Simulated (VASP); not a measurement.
Crystal: NaF (Villiaumite).

```
CELL_PARAMETERS angstrom
0.00000 2.32000 2.32000
2.32000 0.00000 2.32000
2.32000 2.32000 0.00000
ATOMIC_POSITIONS crystal
Na 0.00000 0.00000 0.00000
F 0.50000 0.50000 0.50000
```

Program: VASP 6.6.1. Alike in all runs: task single point; no spin polarisation; cell as given; k mesh 10 × 10 × 10; cutoff (eV) 520.

Q: Order these runs on this cell by their pressure, lowest first.
A. level PBE; potentials or basis VASP PAW PBE potentials, release 64 (Na_pv, F); smearing gaussian 0.1 eV
B. level PBEsol; potentials or basis VASP PAW PBE potentials, release 64 (Na_pv, F); smearing fermi-dirac 0.05 eV
C. level LDA; potentials or basis VASP PAW LDA potentials, release 64 (Na_pv, F); smearing fermi-dirac 0.05 eV
D. level r2SCAN; potentials or basis VASP PAW PBE potentials, release 64 (Na_pv, F); smearing fermi-dirac 0.05 eV

A: C (-4.6 GPa), D (-2.0 GPa), B (-0.3 GPa), A (1.8 GPa).

Caveats: the PAW data sets were made with another functional, which shifts forces and pressure a little (some runs).
